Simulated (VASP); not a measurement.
# GaB2As3 (P3m1) in VASP: a series of runs

GaB2As3 is run at these levels: PBE; tasks: single point, relaxation of cell and atoms.

All numbers are computed with VASP 6.6.1; they aren't measurements. Logs are shortened: lines on timing, memory, paths and dates and some standing lists are left out, and cuts for length are marked.

**1. The cell of the first run**

It takes space group P3m1 (No. 156, trigonal). Conventional cell: a = 3.609 Å, b = 3.609 Å, c = 8.993 Å, α = 90.00°, β = 90.00°, γ = 120.00°. Within 3.1 Å of Ga (site symmetry 3m) lie 4 As at 2.34 to 2.46 Å. B (site symmetry 3m) has 4 As at 2.08 to 2.18 Å within 2.7 Å. Within 2.8 Å of B (site symmetry 3m) lie 4 As at 2.09 to 2.19 Å. Within 2.7 Å of As (site symmetry 3m) lie 1 B at 2.08 Å and 3 Ga at 2.34 Å. Within 2.9 Å of As (site symmetry 3m) lie 3 B at 2.19 Å and 1 Ga at 2.46 Å. As (site symmetry 3m) has 4 B at 2.09 to 2.18 Å within 2.8 Å.

**2. Single point, PBE**

The input, INCAR:

```
PREC = Accurate
ENCUT = 520
EDIFF = 1E-7
ISMEAR = 0
SIGMA = 0.1
LREAL = F
LASPH = T
NELM = 100
ALGO = Normal
ISIF = 2
LWAVE = F
LCHARG = F
GGA = PE
NBANDS = 26
```

The input, KPOINTS:

```
regular mesh
0
Gamma
  6 6 2
```

The input, POSCAR:

```
GaB2As3
1.0
    3.6094384230      0.0000000000      0.0000000000
   -1.8047192115      3.1258653677      0.0000000000
    0.0000000000      0.0000000000      8.9927381353
Ga B As
1 2 3
Direct
    0.3333333333      0.6666666667      0.6639580612
    0.0000000000      0.0000000000      0.0121816541
    0.6666666667      0.3333333333      0.3170759970
    0.0000000000      0.0000000000      0.7812323429
    0.3333333333      0.6666666667      0.3903501309
    0.6666666667      0.3333333333      0.0852018140
```

Potentials or basis: VASP PAW PBE potentials, release 64 (Ga_d, B, As).

The run is started by

```bash
> cat potpaw_PBE.64/Ga_d/POTCAR potpaw_PBE.64/B/POTCAR potpaw_PBE.64/As/POTCAR > POTCAR
> mpirun -np 1 vasp_std > vasp.out
```

OUTCAR:

```text
PREC = Accurate
   ENCUT = 520
   EDIFF = 1E-7
   ISMEAR = 0
   LREAL = F
   LASPH = T
   NELM = 100
   ISIF = 2
   GGA = PE

 ion  position               nearest neighbor table
   1  0.333  0.667  0.664-   4 2.34   4 2.34   4 2.34   5 2.46
   2  0.000  0.000  0.012-   4 2.08   6 2.18   6 2.18   6 2.18
   3  0.667  0.333  0.317-   6 2.09   5 2.19   5 2.19   5 2.19
   4  0.000  0.000  0.781-   2 2.08   1 2.34   1 2.34   1 2.34
   5  0.333  0.667  0.390-   3 2.19   3 2.19   3 2.19   1 2.46
   6  0.667  0.333  0.085-   3 2.09   2 2.18   2 2.18   2 2.18

  LATTYP: Found a hexagonal cell.
 ALAT       =     3.6094384230
 C/A-ratio  =     2.4914507692

  Lattice vectors:

 A1 = (   3.6094384230,   0.0000000000,   0.0000000000)
 A2 = (  -1.8047192115,   3.1258653677,   0.0000000000)
 A3 = (   0.0000000000,   0.0000000000,   8.9927381353)

Analysis of symmetry for initial positions (statically):
=====================================================================
 Subroutine PRICEL returns:
 Original cell was already a primitive cell.

 Routine SETGRP: Setting up the symmetry group for a
 hexagonal supercell.

 Subroutine GETGRP returns: Found  6 space group operations
 (whereof  6 operations were pure point group operations)
 out of a pool of 24 trial point group operations.

The static configuration has the point symmetry C_3v.

Analysis of symmetry for dynamics (positions and initial velocities):
=====================================================================
 Subroutine PRICEL returns:
 Original cell was already a primitive cell.

 Routine SETGRP: Setting up the symmetry group for a
 hexagonal supercell.

 Subroutine GETGRP returns: Found  6 space group operations
 (whereof  6 operations were pure point group operations)
 out of a pool of 24 trial point group operations.

The dynamic configuration has the point symmetry C_3v.

 Subroutine INISYM returns: Found  6 space group operations
 (whereof  6 operations are pure point group operations),
 and found     1 'primitive' translations

----------------------------------------------------------------------------------------

                                     Primitive cell

  volume of cell :     101.4616

  direct lattice vectors                    reciprocal lattice vectors
     3.609438423  0.000000000  0.000000000     0.277051409  0.159955705  0.000000000
    -1.804719211  3.125865368  0.000000000     0.000000000  0.319911411  0.000000000
     0.000000000  0.000000000  8.992738135     0.000000000  0.000000000  0.111200836

  length of vectors
     3.609438423  3.609438423  8.992738135     0.319911411  0.319911411  0.111200836

  position of ions in fractional coordinates (direct lattice)
     0.333333333  0.666666667  0.663958061
     0.000000000  0.000000000  0.012181654
     0.666666667  0.333333333  0.317075997
     0.000000000  0.000000000  0.781232343
     0.333333333  0.666666667  0.390350131
     0.666666667  0.333333333  0.085201814

  ion indices of the primitive-cell ions
   primitive index   ion index
                 1           1
                 2           2
                 3           3
                 4           4
                 5           5
                 6           6

----------------------------------------------------------------------------------------

 KPOINTS: regular mesh

Automatic generation of k-mesh.
 Grid dimensions read from file:
 generate k-points for:    6    6    2

 Generating k-lattice:

  Cartesian coordinates                     Fractional coordinates (reciprocal lattice)
     0.046175235  0.026659284  0.000000000     0.166666667  0.000000000  0.000000000
     0.000000000  0.053318568  0.000000000     0.000000000  0.166666667  0.000000000
     0.000000000  0.000000000  0.055600418     0.000000000  0.000000000  0.500000000

  Length of vectors
     0.053318568  0.053318568  0.055600418

  Shift w.r.t. Gamma in fractional coordinates (k-lattice)
     0.000000000  0.000000000  0.000000000

 Subroutine IBZKPT returns following result:
 ===========================================

 Found     14 irreducible k-points:

 Following reciprocal coordinates:
            Coordinates               Weight
  0.000000  0.000000  0.000000      1.000000
  0.166667  0.000000  0.000000      6.000000
  0.333333  0.000000  0.000000      6.000000
  0.500000  0.000000  0.000000      3.000000
  0.166667  0.166667  0.000000      6.000000
  0.333333  0.166667  0.000000     12.000000
  0.333333  0.333333  0.000000      2.000000
  0.000000  0.000000  0.500000      1.000000
  0.166667  0.000000  0.500000      6.000000
  0.333333  0.000000  0.500000      6.000000
  0.500000  0.000000  0.500000      3.000000
  0.166667  0.166667  0.500000      6.000000
  0.333333  0.166667  0.500000     12.000000
  0.333333  0.333333  0.500000      2.000000
   k-points           NKPTS =     14   k-points in BZ     NKDIM =     14   number of bands    NBANDS=     26
   number of dos      NEDOS =    301   number of ions     NIONS =      6
   total plane-waves  NPLWV =  54880
   dimension x,y,z NGX =    28 NGY =   28 NGZ =   70
   dimension x,y,z NGXF=    56 NGYF=   56 NGZF=  140
   ions per type =               1   2   3
   NGX,Y,Z   is equivalent  to a cutoff of  12.90, 12.90, 12.94 a.u.
   NGXF,Y,Z  is equivalent  to a cutoff of  25.79, 25.79, 25.88 a.u.
 SYSTEM =  unknown system
   PREC   = accura    normal or accurate (medium, high low for compatibility)
   ISTART =      0    job   : 0-new  1-cont  2-samecut
   ICHARG =      2    charge: 1-file 2-atom 10-const
   ISPIN  =      1    spin polarized calculation?
   LNONCOLLINEAR =      F non collinear calculations
   LSORBIT =      F    spin-orbit coupling
   LASPH  =      T    aspherical Exc in radial PAW
   ENCUT  =  520.0 eV  38.22 Ry    6.18 a.u.   6.71  6.71 16.72*2*pi/ulx,y,z
   NELM   =    100;   NELMIN=  2; NELMDL= -5     # of ELM steps
   EDIFF  = 0.1E-06   stopping-criterion for ELM
   LREAL  =      F    real-space projection
   EDIFFG = 0.1E-05   stopping-criterion for IOM
   NSW    =      0    number of steps for IOM
   IBRION =     -1    ionic relax: 0-MD 1-quasi-New 2-CG
   NFREE  =      0    steps in history (QN), initial steepest desc. (CG)
   ISIF   =      2    stress and relaxation
   ISYM   =      2    0-nonsym 1-usesym 2-fastsym
   POTIM  = 0.5000    time-step for ionic-motion
   TEBEG  =    0.0;   TEEND  =   0.0 temperature during run
   PSTRESS=    0.0 pullay stress
   NELECT =      34.0000    total number of electrons
   NUPDOWN=      -1.0000    fix difference up-down
   EMIN   =  10.00;   EMAX   =-10.00  energy-range for DOS
   EFERMI =   0.00;   METHOD = LEGACY
   ISMEAR =     0;   SIGMA  =   0.10  broadening in eV -4-tet -1-fermi 0-gaus
   EFERMI_NEDOS =   21; number of points for ismear=-14 and -15
   IALGO  =     38    algorithm
   IMIX   =      4    mixing-type and parameters
     AMIX     =   0.40;   BMIX     =  1.00
     AMIX_MAG =   1.60;   BMIX_MAG =  1.00
  volume/ion in A,a.u.               =      16.91       114.12
  Fermi-wavevector in a.u.,A,eV,Ry     =   1.137105  2.148817 17.592435  1.293007
  Thomas-Fermi vector in A             =   2.273810
   LORBIT       =      0    0 simple, 1 ext, 2 COOP (PROOUT), +10 PAW based schemes
   GGA     = PE    functional components
   LHFCALC =     F    Hartree Fock is set to
   AEXX    =    0.0000 exact exchange contribution
   IVDW    =     0    specifies the selected vdW correction
   LEPSILON=     F    determine dielectric tensor
   LRPA    =     F    only Hartree local field effects (RPA)
 non-spin polarized calculation
 Gauss-broadening in eV      SIGMA  =   0.10
  energy-cutoff  :      520.00
  volume of cell :      101.46
 maximum number of plane-waves:      2758
 NGX is ok and might be reduce to    28
   NGX = 13   NGY = 13   NGZ = 33

 number of electron      34.0000001 magnetization

 Free energy of the ion-electron system (eV)
  ---------------------------------------------------
  ext. energy  EPLUGINS =         0.00000000
  ---------------------------------------------------
  free energy    TOTEN  =       -29.87736445 eV

  energy without entropy =      -29.87706401  energy(sigma->0) =      -29.87721423

 E-fermi :   6.0109     XC(G=0): -10.1133

 val. band max:        5.8549062555   @ k =   0.0000   0.0000   0.0000
 cond. band min:       6.1923988928   @ k =   0.5000   0.0000   0.0000
 fundamental gap:      0.3374926373
 Fermi energy:         6.0109156116

 k-point     1 :       0.0000    0.0000    0.0000
  band No.  band energies     occupation
      1      -9.7453      2.00000
      2      -9.6880      2.00000
      3      -9.6880      2.00000
      4      -9.5896      2.00000
      5      -9.5896      2.00000
      6      -9.2164      2.00000
[... 18 lines left out ...]
     25       9.1320      0.00000
     26      10.7525      0.00000

 k-point     2 :       0.1667    0.0000    0.0000
  band No.  band energies     occupation
      1      -9.7641      2.00000
      2      -9.6969      2.00000
      3      -9.6759      2.00000
      4      -9.6010      2.00000
      5      -9.5874      2.00000
      6      -8.8647      2.00000
[... 18 lines left out ...]
     25      10.0347      0.00000
     26      10.8880      0.00000

 k-point     3 :       0.3333    0.0000    0.0000
  band No.  band energies     occupation
      1      -9.8267      2.00000
      2      -9.6710      2.00000
      3      -9.6584      2.00000
      4      -9.6153      2.00000
      5      -9.5756      2.00000
      6      -7.9147      2.00000
[... 18 lines left out ...]
     25      11.1476      0.00000
     26      11.2779      0.00000

 k-point     4 :       0.5000    0.0000    0.0000
  band No.  band energies     occupation
      1      -9.8539      2.00000
      2      -9.6615      2.00000
      3      -9.6536      2.00000
      4      -9.6185      2.00000
      5      -9.5656      2.00000
      6      -6.9599      2.00000
[... 18 lines left out ...]
     25      11.1696      0.00000
     26      12.1323      0.00000

 k-point     5 :       0.1667    0.1667    0.0000
  band No.  band energies     occupation
      1      -9.8078      2.00000
      2      -9.6793      2.00000
      3      -9.6633      2.00000
      4      -9.6093      2.00000
      5      -9.5835      2.00000
      6      -8.2133      2.00000
[... 18 lines left out ...]
     25      10.3116      0.00000
     26      11.2301      0.00000

 k-point     6 :       0.3333    0.1667    0.0000
  band No.  band energies     occupation
      1      -9.8440      2.00000
      2      -9.6633      2.00000
      3      -9.6571      2.00000
      4      -9.6124      2.00000
      5      -9.5767      2.00000
      6      -7.1205      2.00000
[... 137 lines left out ...]
 k-point    11 :       0.5000    0.0000    0.5000
  band No.  band energies     occupation
      1      -9.8540      2.00000
      2      -9.6615      2.00000
      3      -9.6536      2.00000
      4      -9.6184      2.00000
      5      -9.5656      2.00000
      6      -6.9754      2.00000
[... 18 lines left out ...]
     25      12.5456      0.00000
     26      13.1616      0.00000

 k-point    12 :       0.1667    0.1667    0.5000
  band No.  band energies     occupation
      1      -9.8091      2.00000
      2      -9.6777      2.00000
      3      -9.6632      2.00000
      4      -9.6094      2.00000
      5      -9.5834      2.00000
      6      -8.0857      2.00000
[... 18 lines left out ...]
     25      10.9819      0.00000
     26      11.3844      0.00000

 k-point    13 :       0.3333    0.1667    0.5000
  band No.  band energies     occupation
      1      -9.8441      2.00000
      2      -9.6632      2.00000
      3      -9.6570      2.00000
      4      -9.6124      2.00000
      5      -9.5767      2.00000
      6      -7.0594      2.00000
[... 18 lines left out ...]
     25      11.2287      0.00000
     26      11.7205      0.00000

 k-point    14 :       0.3333    0.3333    0.5000
  band No.  band energies     occupation
      1      -9.8465      2.00000
      2      -9.6683      2.00000
      3      -9.6509      2.00000
      4      -9.5961      2.00000
      5      -9.5945      2.00000
      6      -6.4146      2.00000
[... 18 lines left out ...]
     25      11.0343      0.00000
     26      12.0862      0.00000

------------------------ aborting loop because EDIFF is reached ----------------------------------------

  FORCE on cell =-STRESS in cart. coord.  units (eV):
  Direction    XX          YY          ZZ          XY          YZ          ZX
  --------------------------------------------------------------------------------------
  -------------------------------------------------------------------------------------
  Total        0.2375216      0.2375216      0.2207304      0.0000000      0.0000000      0.0000000
  in kB        3.7506965      3.7506965      3.4855465      0.0000000      0.0000000      0.0000000
  external PRESSURE =       3.6623132 kB  Pullay stress =       0.0000000 kB

 VOLUME and BASIS-vectors are now :
 -----------------------------------------------------------------------------
  energy-cutoff  :      520.00
  volume of cell :      101.46
      direct lattice vectors                 reciprocal lattice vectors
     3.609438423  0.000000000  0.000000000     0.277051409  0.159955705  0.000000000
    -1.804719211  3.125865368  0.000000000     0.000000000  0.319911411  0.000000000
     0.000000000  0.000000000  8.992738135     0.000000000  0.000000000  0.111200836

 POSITION                                       TOTAL-FORCE (eV/Angst)
 -----------------------------------------------------------------------------------
     -0.00000      2.08391      5.97080        -0.000000      0.000000     -0.038623
      0.00000      0.00000      0.10955         0.000000     -0.000000      0.011759
      1.80472      1.04196      2.85138         0.000000     -0.000000      0.009134
      0.00000      0.00000      7.02542         0.000000     -0.000000      0.009105
     -0.00000      2.08391      3.51032         0.000000     -0.000000      0.008575
      1.80472      1.04196      0.76620         0.000000     -0.000000      0.000050
 -----------------------------------------------------------------------------------
    total drift:                                0.000001     -0.000000      0.000723

  FREE ENERGIE OF THE ION-ELECTRON SYSTEM (eV)
  ---------------------------------------------------
  free  energy   TOTEN  =       -29.8773644532 eV

  energy  without entropy=      -29.8770640135  energy(sigma->0) =      -29.87721423
```

Run time: 57 s. Hardware: 1 thread of AMD EPYC 7R43 (Zen 3), shared host; peak memory 0.19 GiB.

Results:

```
Free energy            : -29.8774 eV
Pressure               : 0.4 GPa
Largest force          : 0.039 eV/Å
Band gap on the k mesh : 0.34 eV (least direct gap 0.41 eV)
```

Forces on the atoms (eV/Å):
```
Ga   0.000  0.000 -0.039
B    0.000  0.000  0.012
B    0.000  0.000  0.009
As   0.000  0.000  0.009
As   0.000  0.000  0.009
As   0.000  0.000  0.000
```

Caveat: semilocal functionals underestimate gaps, and a narrow one can read as zero.

**3. Single point, PBE**

This run uses another cell than the first one, of 17.60 Å³/atom.

The input, INCAR:

```
ALGO     = Normal         # electronic algorithm
EDIFF    = 1E-6           # SCF threshold, eV
ENCUT    = 520            # plane-wave cutoff, eV
GGA      = PE             # functional
ISIF     = 2              # what is computed and relaxed
ISMEAR   = 0              # smearing method
LASPH    = True           # aspherical terms in the spheres
LCHARG   = False          # write CHGCAR
LREAL    = False          # projectors in reciprocal space
LWAVE    = False          # write WAVECAR
NBANDS   = 26             # bands
NELM     = 60             # most SCF steps
PREC     = Accurate       # precision mode
SIGMA    = 0.1            # smearing width, eV
```

The input, KPOINTS:

```
k-points
0
Gamma
  6 6 2
```

The input, POSCAR:

```
GaB2As3
1.0
    3.6785807600      0.0000000000      0.0000000000
   -1.8392903800      3.1857443900      0.0000000000
    0.0000000000      0.0000000000      9.0106458500
Ga B As
1 2 3
Direct
    0.3333333300      0.6666666700      0.6666666700
    0.0000000000      0.0000000000      0.0000000000
    0.6666666700      0.3333333300      0.3333333300
    0.0000000000      0.0000000000      0.7500000000
    0.3333333300      0.6666666700      0.4166666700
    0.6666666700      0.3333333300      0.0833333300
```

Potentials or basis: VASP PAW PBE potentials, release 64 (Ga_d, B, As).

The run is started by

```bash
> cat potpaw_PBE.64/Ga_d/POTCAR potpaw_PBE.64/B/POTCAR potpaw_PBE.64/As/POTCAR > POTCAR
> mpirun -np 1 vasp_std > vasp.out
```

Wall time 63 s (1 thread of AMD EPYC 7R43 (Zen 3), shared host); peak memory 0.2 GiB.

It converged, with:

```yaml
Free_energy: -28.9386 eV
Pressure: -0.2 GPa
Largest_force: 3.556 eV/Å
Band_gap_on_the_k_mesh: 1.22 eV (least direct gap 1.23 eV)
```

Forces on the atoms (eV/Å):
```
Ga   0.000  0.000  0.311
B    0.000  0.000  0.108
B    0.000  0.000 -0.309
As   0.000  0.000  3.390
As   0.000  0.000 -3.556
As   0.000  0.000  0.056
```

Stress tensor (GPa, compression positive):
```
-0.06  0.00  0.00
 0.00 -0.06  0.00
 0.00  0.00 -0.60
```

Levels at points of the mesh, in eV from the valence-band top:
| k point | band 15 | band 16 | band 17 | band 18 | band 19 | band 20 |
| --- | --- | --- | --- | --- | --- | --- |
| (0.00, 0.00, 0.00) | -0.09 | 0.00 | 0.00 | 1.23 | 1.43 | 2.55 |
| (0.50, 0.00, 0.00) | -3.19 | -2.26 | -2.07 | 1.29 | 1.39 | 2.22 |
| (0.00, 0.00, 0.50) | -0.81 | -0.36 | -0.36 | 1.22 | 1.72 | 2.61 |
| (0.50, 0.00, 0.50) | -3.00 | -1.57 | -1.55 | 1.23 | 1.66 | 1.88 |

Caveat: forces of over 1 eV/Å act on the atoms, so gaps and moduli don't describe the material at rest. A k mesh can miss the band edges.

[end of part 1 of 2]
